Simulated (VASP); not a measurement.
# ZnSe (CsCl type) (Pm-3m) in VASP: notebook

ZnSe (CsCl type) is run at these levels: PBE; tasks: single point.

All numbers are computed with VASP 6.6.1; they aren't measurements. Logs are shortened: lines on timing, memory, paths and dates and some standing lists are left out, and cuts for length are marked.

### Step 1. The cell of the first run

Symmetry: Pm-3m, No. 221, cubic system. Conventional cell: a = 3.177 Å, b = 3.177 Å, c = 3.177 Å, α = 90.00°, β = 90.00°, γ = 90.00°. Within 3.6 Å of Zn (site symmetry m-3m) lie 8 Se at 2.75 Å and 6 Zn at 3.18 Å. Se (site symmetry m-3m) has 8 Zn at 2.75 Å and 6 Se at 3.18 Å within 3.6 Å.

### Step 2. Single point, PBE

INCAR

```
ALGO     = Normal         # electronic algorithm
EDIFF    = 1E-6           # SCF threshold, eV
ENCUT    = 520            # plane-wave cutoff, eV
GGA      = PE             # functional
ISIF     = 2              # what is computed and relaxed
ISMEAR   = -1             # smearing method
LASPH    = T              # aspherical terms in the spheres
LCHARG   = F              # write CHGCAR
LREAL    = F              # projectors in reciprocal space
LWAVE    = F              # write WAVECAR
NBANDS   = 16             # bands
NELM     = 60             # most SCF steps
PREC     = Accurate       # precision mode
SIGMA    = 0.05           # smearing width, eV
```

KPOINTS

```
k-points
0
Gamma
  14 14 14
```

POSCAR

```
ZnSe
1.0
    3.1768452911      0.0000000000      0.0000000000
    0.0000000000      3.1768452911      0.0000000000
    0.0000000000      0.0000000000      3.1768452911
Zn Se
1 1
Direct
    0.0000000000      0.0000000000      0.0000000000
    0.5000000000      0.5000000000      0.5000000000
```

Potentials or basis: VASP PAW PBE potentials, release 64 (Zn, Se).

The run is started by

```sh
cat potpaw_PBE.64/Zn/POTCAR potpaw_PBE.64/Se/POTCAR > POTCAR
mpirun -np 1 vasp_std > vasp.out
```

OUTCAR:

```text
EDIFF = 1E-6
   ENCUT = 520
   GGA = PE
   ISIF = 2
   ISMEAR = -1
   LASPH = T
   LREAL = F
   NELM = 60
   PREC = Accurate

 ion  position               nearest neighbor table
   1  0.000  0.000  0.000-   2 2.75   2 2.75   2 2.75   2 2.75   2 2.75   2 2.75   2 2.75   2 2.75

   2  0.500  0.500  0.500-   1 2.75   1 2.75   1 2.75   1 2.75   1 2.75   1 2.75   1 2.75   1 2.75

  LATTYP: Found a simple cubic cell.
 ALAT       =     3.1768452911

  Lattice vectors:

 A1 = (   3.1768452911,   0.0000000000,   0.0000000000)
 A2 = (   0.0000000000,   3.1768452911,   0.0000000000)
 A3 = (   0.0000000000,   0.0000000000,   3.1768452911)

Analysis of symmetry for initial positions (statically):
=====================================================================
 Subroutine PRICEL returns:
 Original cell was already a primitive cell.

 Routine SETGRP: Setting up the symmetry group for a
 simple cubic supercell.

 Subroutine GETGRP returns: Found 48 space group operations
 (whereof 48 operations were pure point group operations)
 out of a pool of 48 trial point group operations.

The static configuration has the point symmetry O_h .

Analysis of symmetry for dynamics (positions and initial velocities):
=====================================================================
 Subroutine PRICEL returns:
 Original cell was already a primitive cell.

 Routine SETGRP: Setting up the symmetry group for a
 simple cubic supercell.

 Subroutine GETGRP returns: Found 48 space group operations
 (whereof 48 operations were pure point group operations)
 out of a pool of 48 trial point group operations.

The dynamic configuration has the point symmetry O_h .

 Subroutine INISYM returns: Found 48 space group operations
 (whereof 48 operations are pure point group operations),
 and found     1 'primitive' translations

----------------------------------------------------------------------------------------

                                     Primitive cell

  volume of cell :      32.0618

  direct lattice vectors                    reciprocal lattice vectors
     3.176845291  0.000000000  0.000000000     0.314777683  0.000000000  0.000000000
     0.000000000  3.176845291  0.000000000     0.000000000  0.314777683  0.000000000
     0.000000000  0.000000000  3.176845291     0.000000000  0.000000000  0.314777683

  length of vectors
     3.176845291  3.176845291  3.176845291     0.314777683  0.314777683  0.314777683

  position of ions in fractional coordinates (direct lattice)
     0.000000000  0.000000000  0.000000000
     0.500000000  0.500000000  0.500000000

  ion indices of the primitive-cell ions
   primitive index   ion index
                 1           1
                 2           2

----------------------------------------------------------------------------------------

 KPOINTS: k-points

Automatic generation of k-mesh.
 Grid dimensions read from file:
 generate k-points for:   14   14   14

 Generating k-lattice:

  Cartesian coordinates                     Fractional coordinates (reciprocal lattice)
     0.022484120  0.000000000  0.000000000     0.071428571  0.000000000  0.000000000
     0.000000000  0.022484120  0.000000000     0.000000000  0.071428571  0.000000000
     0.000000000  0.000000000  0.022484120     0.000000000  0.000000000  0.071428571

  Length of vectors
     0.022484120  0.022484120  0.022484120

  Shift w.r.t. Gamma in fractional coordinates (k-lattice)
     0.000000000  0.000000000  0.000000000

 Subroutine IBZKPT returns following result:
 ===========================================

 Found    120 irreducible k-points:

 Following reciprocal coordinates:
            Coordinates               Weight
  0.000000  0.000000  0.000000      1.000000
  0.071429  0.000000  0.000000      6.000000
  0.142857  0.000000  0.000000      6.000000
  0.214286  0.000000  0.000000      6.000000
  0.285714  0.000000  0.000000      6.000000
  0.357143  0.000000  0.000000      6.000000
[... 16 lines left out ...]
  0.285714  0.214286  0.000000     24.000000
  0.357143  0.214286  0.000000     24.000000
 [... further k-points ...]
   k-points           NKPTS =    120   k-points in BZ     NKDIM =    120   number of bands    NBANDS=     16
   number of dos      NEDOS =    301   number of ions     NIONS =      2
   total plane-waves  NPLWV =  13824
   dimension x,y,z NGX =    24 NGY =   24 NGZ =   24
   dimension x,y,z NGXF=    48 NGYF=   48 NGZF=   48
   ions per type =               1   1
   NGX,Y,Z   is equivalent  to a cutoff of  12.56, 12.56, 12.56 a.u.
   NGXF,Y,Z  is equivalent  to a cutoff of  25.12, 25.12, 25.12 a.u.
 SYSTEM =  unknown system
   PREC   = accura    normal or accurate (medium, high low for compatibility)
   ISTART =      0    job   : 0-new  1-cont  2-samecut
   ICHARG =      2    charge: 1-file 2-atom 10-const
   ISPIN  =      1    spin polarized calculation?
   LNONCOLLINEAR =      F non collinear calculations
   LSORBIT =      F    spin-orbit coupling
   LASPH  =      T    aspherical Exc in radial PAW
   ENCUT  =  520.0 eV  38.22 Ry    6.18 a.u.   5.91  5.91  5.91*2*pi/ulx,y,z
   NELM   =     60;   NELMIN=  2; NELMDL= -5     # of ELM steps
   EDIFF  = 0.1E-05   stopping-criterion for ELM
   LREAL  =      F    real-space projection
   EDIFFG = 0.1E-04   stopping-criterion for IOM
   NSW    =      0    number of steps for IOM
   IBRION =     -1    ionic relax: 0-MD 1-quasi-New 2-CG
   NFREE  =      0    steps in history (QN), initial steepest desc. (CG)
   ISIF   =      2    stress and relaxation
   ISYM   =      2    0-nonsym 1-usesym 2-fastsym
   POTIM  = 0.5000    time-step for ionic-motion
   TEBEG  =    0.0;   TEEND  =   0.0 temperature during run
   PSTRESS=    0.0 pullay stress
   NELECT =      18.0000    total number of electrons
   NUPDOWN=      -1.0000    fix difference up-down
   EMIN   =  10.00;   EMAX   =-10.00  energy-range for DOS
   EFERMI =   0.00;   METHOD = LEGACY
   ISMEAR =    -1;   SIGMA  =   0.05  broadening in eV -4-tet -1-fermi 0-gaus
   EFERMI_NEDOS =   21; number of points for ismear=-14 and -15
   IALGO  =     38    algorithm
   IMIX   =      4    mixing-type and parameters
     AMIX     =   0.40;   BMIX     =  1.00
     AMIX_MAG =   1.60;   BMIX_MAG =  1.00
  volume/ion in A,a.u.               =      16.03       108.18
  Fermi-wavevector in a.u.,A,eV,Ry     =   1.350526  2.552124 24.815943  1.823920
  Thomas-Fermi vector in A             =   2.478023
   LORBIT       =      0    0 simple, 1 ext, 2 COOP (PROOUT), +10 PAW based schemes
   GGA     = PE    functional components
   LHFCALC =     F    Hartree Fock is set to
   AEXX    =    0.0000 exact exchange contribution
   IVDW    =     0    specifies the selected vdW correction
   LEPSILON=     F    determine dielectric tensor
   LRPA    =     F    only Hartree local field effects (RPA)
 non-spin polarized calculation
  energy-cutoff  :      520.00
  volume of cell :       32.06
 maximum number of plane-waves:       912
 NGX is ok and might be reduce to    24
   NGX = 11   NGY = 11   NGZ = 11

 number of electron      18.0000028 magnetization

 Free energy of the ion-electron system (eV)
  ---------------------------------------------------
  ext. energy  EPLUGINS =         0.00000000
  ---------------------------------------------------
  free energy    TOTEN  =        -4.11866255 eV

  energy without entropy =       -4.10842651  energy(sigma->0) =       -4.11354453

 E-fermi :   5.5682     XC(G=0): -11.4764

 val. band max:        5.5675895770   @ k =   0.4286   0.2143   0.0714
 cond. band min:       5.5692482752   @ k =   0.3571   0.3571   0.0714
 fundamental gap:      0.0016586982
 Fermi energy:         5.5682353305

 k-point     1 :       0.0000    0.0000    0.0000
  band No.  band energies     occupation
      1     -10.2142      2.00000
      2      -1.9580      2.00000
      3      -1.9580      2.00000
      4      -1.5348      2.00000
      5      -1.5348      2.00000
      6      -1.5348      2.00000
[... 8 lines left out ...]
     15      18.0739      0.00000
     16      21.9670      0.00000

 k-point     2 :       0.0714    0.0000    0.0000
  band No.  band energies     occupation
      1     -10.1569      2.00000
      2      -1.9544      2.00000
      3      -1.9539      2.00000
      4      -1.5493      2.00000
      5      -1.5493      2.00000
      6      -1.5339      2.00000
[... 8 lines left out ...]
     15      17.7190      0.00000
     16      22.0065      0.00000

 k-point     3 :       0.1429    0.0000    0.0000
  band No.  band energies     occupation
      1      -9.9886      2.00000
      2      -1.9524      2.00000
      3      -1.9442      2.00000
      4      -1.5889      2.00000
      5      -1.5889      2.00000
      6      -1.5313      2.00000
[... 8 lines left out ...]
     15      16.9477      0.00000
     16      21.5254      0.00000

 k-point     4 :       0.2143    0.0000    0.0000
  band No.  band energies     occupation
      1      -9.7212      2.00000
      2      -1.9957      2.00000
      3      -1.9295      2.00000
      4      -1.6440      2.00000
      5      -1.6440      2.00000
      6      -1.5277      2.00000
[... 8 lines left out ...]
     15      16.6085      0.00000
     16      19.9887      0.00000
[... 324 lines left out ...]
 k-point    22 :       0.2143    0.2143    0.0000
  band No.  band energies     occupation
      1      -9.2543      2.00000
      2      -2.0023      2.00000
      3      -1.8635      2.00000
      4      -1.7329      2.00000
      5      -1.6482      2.00000
      6      -1.5858      2.00000
[... 8 lines left out ...]
     15      17.6185      0.00000
     16      18.8471      0.00000

 k-point    23 :       0.2857    0.2143    0.0000
  band No.  band energies     occupation
      1      -8.9355      2.00000
      2      -2.1103      2.00000
      3      -1.8375      2.00000
      4      -1.7362      2.00000
      5      -1.6780      2.00000
      6      -1.5897      2.00000
[... 8 lines left out ...]
     15      18.4614      0.00000
     16      18.6319      0.00000

 k-point    24 :       0.3571    0.2143    0.0000
  band No.  band energies     occupation
      1      -8.5992      2.00000
      2      -2.3403      2.00000
      3      -1.8225      2.00000
      4      -1.7337      2.00000
      5      -1.7131      2.00000
      6      -1.5840      2.00000
[... 8 lines left out ...]
     15      18.8302      0.00000
     16      20.0517      0.00000

 [... further k-points ...]
[... 5 lines left out ...]
  --------------------------------------------------------------------------------------
  -------------------------------------------------------------------------------------
  Total        3.0547644      3.0547644      3.0547644     -0.0000000     -0.0000000     -0.0000000
  in kB      152.6511595    152.6511595    152.6511595     -0.0000000     -0.0000000     -0.0000000
  external PRESSURE =     152.6511595 kB  Pullay stress =       0.0000000 kB

 VOLUME and BASIS-vectors are now :
 -----------------------------------------------------------------------------
  energy-cutoff  :      520.00
  volume of cell :       32.06
      direct lattice vectors                 reciprocal lattice vectors
     3.176845291  0.000000000  0.000000000     0.314777683  0.000000000  0.000000000
     0.000000000  3.176845291  0.000000000     0.000000000  0.314777683  0.000000000
     0.000000000  0.000000000  3.176845291     0.000000000  0.000000000  0.314777683

 POSITION                                       TOTAL-FORCE (eV/Angst)
 -----------------------------------------------------------------------------------
      0.00000      0.00000      0.00000         0.000000      0.000000      0.000000
      1.58842      1.58842      1.58842         0.000000      0.000000      0.000000
 -----------------------------------------------------------------------------------
    total drift:                                0.000000      0.000000      0.000000

  FREE ENERGIE OF THE ION-ELECTRON SYSTEM (eV)
  ---------------------------------------------------
  free  energy   TOTEN  =        -4.1186625503 eV

  energy  without entropy=       -4.1084265137  energy(sigma->0) =       -4.11354453
```

Run time: 12 s. Hardware: 1 thread of Intel Xeon 6975P-C (Granite Rapids), shared host; peak memory 0.18 GiB.

What came out:

- Free energy: -4.1187 eV
- Pressure: 15.3 GPa
- Band gap on the k mesh: zero (band 9 reaches 6.14 eV, above the bottom of band 10 at 4.11 eV)

Levels at points of the mesh, in eV from the Fermi level:
```tsv
k point	band 5	band 6	band 7	band 8	band 9	band 10	band 11	band 12	band 13	band 14
(0.00, 0.00, 0.00)	-7.10	-7.10	-1.46	-1.46	-1.46	-0.59	5.56	5.56	12.51	12.51
(0.50, 0.00, 0.00)	-7.37	-7.08	-6.61	0.40	0.40	3.68	5.22	6.72	6.72	7.23
(0.50, 0.50, 0.00)	-6.95	-6.84	-6.18	-6.18	-2.47	0.89	8.56	8.56	9.14	10.61
(0.50, 0.50, 0.50)	-6.94	-6.94	-3.04	-3.04	-3.04	0.47	0.47	0.47	1.51	21.44
```

### Step 3. Single point, PBE

INCAR

```
SYSTEM = ZnSe
ALGO     = Normal         ! electronic algorithm
EDIFF    = 1E-6           ! SCF threshold, eV
ENCUT    = 520            ! plane-wave cutoff, eV
GGA      = PE             ! functional
ISIF     = 2              ! what is computed and relaxed
ISMEAR   = -1             ! smearing method
LASPH    = .TRUE.         ! aspherical terms in the spheres
LCHARG   = .TRUE.         ! write CHGCAR
LELF     = .TRUE.         ! ELF
LREAL    = .FALSE.        ! projectors in reciprocal space
LVHAR    = .TRUE.       
LWAVE    = .FALSE.        ! write WAVECAR
NBANDS   = 16             ! bands
NELM     = 80             ! most SCF steps
PREC     = Accurate       ! precision mode
SIGMA    = 0.05           ! smearing width, eV
```

KPOINTS

```
k-points
0
G
  14 14 14
  0 0 0
```

POSCAR is that of step 2.

Potentials or basis: VASP PAW PBE potentials, release 64 (Zn, Se).

The run is started by

```sh
cat potpaw_PBE.64/Zn/POTCAR potpaw_PBE.64/Se/POTCAR > POTCAR
mpirun -np 1 vasp_std > vasp.out
```

OUTCAR:

```text
SYSTEM = ZnSe
   EDIFF = 1E-6
   ENCUT = 520
   GGA = PE
   ISIF = 2
   ISMEAR = -1
   LASPH = .TRUE.
   LREAL = .FALSE.
   NELM = 80
   PREC = Accurate

 ion  position               nearest neighbor table
   1  0.000  0.000  0.000-   2 2.75   2 2.75   2 2.75   2 2.75   2 2.75   2 2.75   2 2.75   2 2.75

   2  0.500  0.500  0.500-   1 2.75   1 2.75   1 2.75   1 2.75   1 2.75   1 2.75   1 2.75   1 2.75

  LATTYP: Found a simple cubic cell.
 ALAT       =     3.1768452911

  Lattice vectors:

 A1 = (   3.1768452911,   0.0000000000,   0.0000000000)
 A2 = (   0.0000000000,   3.1768452911,   0.0000000000)
 A3 = (   0.0000000000,   0.0000000000,   3.1768452911)

Analysis of symmetry for initial positions (statically):
=====================================================================
 Subroutine PRICEL returns:
 Original cell was already a primitive cell.

 Routine SETGRP: Setting up the symmetry group for a
 simple cubic supercell.

 Subroutine GETGRP returns: Found 48 space group operations
 (whereof 48 operations were pure point group operations)
 out of a pool of 48 trial point group operations.

The static configuration has the point symmetry O_h .

[... 154 lines left out ...]
  ext. energy  EPLUGINS =         0.00000000
  ---------------------------------------------------
  free energy    TOTEN  =        -4.11866255 eV

  energy without entropy =       -4.10842651  energy(sigma->0) =       -4.11354453

 E-fermi :   5.5682     XC(G=0): -11.4764

 val. band max:        5.5675895770   @ k =   0.4286   0.2143   0.0714
 cond. band min:       5.5692482752   @ k =   0.3571   0.3571   0.0714
 fundamental gap:      0.0016586982
 Fermi energy:         5.5682353305

 k-point     1 :       0.0000    0.0000    0.0000
  band No.  band energies     occupation
      1     -10.2142      2.00000
      2      -1.9580      2.00000
      3      -1.9580      2.00000
      4      -1.5348      2.00000
      5      -1.5348      2.00000
      6      -1.5348      2.00000
[... 433 lines left out ...]
      3      -1.8225      2.00000
      4      -1.7337      2.00000
      5      -1.7131      2.00000
      6      -1.5840      2.00000
[... 8 lines left out ...]
     15      18.8302      0.00000
     16      20.0517      0.00000

 [... further k-points ...]
[... 5 lines left out ...]
  --------------------------------------------------------------------------------------
  -------------------------------------------------------------------------------------
  Total        3.0547644      3.0547644      3.0547644     -0.0000000     -0.0000000     -0.0000000
  in kB      152.6511595    152.6511595    152.6511595     -0.0000000     -0.0000000     -0.0000000
  external PRESSURE =     152.6511595 kB  Pullay stress =       0.0000000 kB

 VOLUME and BASIS-vectors are now :
 -----------------------------------------------------------------------------
  energy-cutoff  :      520.00
  volume of cell :       32.06
      direct lattice vectors                 reciprocal lattice vectors
     3.176845291  0.000000000  0.000000000     0.314777683  0.000000000  0.000000000
     0.000000000  3.176845291  0.000000000     0.000000000  0.314777683  0.000000000
     0.000000000  0.000000000  3.176845291     0.000000000  0.000000000  0.314777683

 POSITION                                       TOTAL-FORCE (eV/Angst)
 -----------------------------------------------------------------------------------
      0.00000      0.00000      0.00000         0.000000      0.000000      0.000000
      1.58842      1.58842      1.58842         0.000000      0.000000      0.000000
 -----------------------------------------------------------------------------------
    total drift:                                0.000000      0.000000      0.000000

  FREE ENERGIE OF THE ION-ELECTRON SYSTEM (eV)
  ---------------------------------------------------
  free  energy   TOTEN  =        -4.1186625503 eV

  energy  without entropy=       -4.1084265137  energy(sigma->0) =       -4.11354453
```

Wall time 12 s (1 thread of Intel Xeon 6975P-C (Granite Rapids), shared host); peak memory 0.18 GiB.

What came out:

```yaml
Free_energy: -4.1187 eV
Pressure: 15.3 GPa
Band_gap_on_the_k_mesh: zero (band 9 reaches 6.14 eV, above the bottom of band 10 at 4.11 eV)
```
